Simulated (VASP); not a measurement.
Runs of VASP 6.6.1 on CaO. The structure is that of space group Fm-3m (No. 225), or close to it. The cells are those of the table. 

```csv
cell,gap on the mesh (eV),pressure (GPa)
"a = 3.274 Å, angles 60.0°, 2 atoms",3.57,18.6
"a = 3.391 Å, angles 60.0°, 2 atoms",(c),2.9
"a = 3.333 Å, angles 60.0°, 2 atoms",(b),(a)
"a = 3.446 Å, angles 60.0°, 2 atoms",3.64,-2.3
```

Alike in all rows: task single point; level PBE; potentials or basis VASP PAW PBE potentials, release 64 (Ca_sv, O); no spin polarisation; k mesh 6 × 6 × 6; cutoff (eV) 600; smearing gaussian 0.01 eV.

Q: Fill in the values left out.

A: (a) 9.8; (b) 3.61; (c) 3.63.

Caveats: the cell stands under pressure (at least some runs).

A k mesh can miss the band edges.
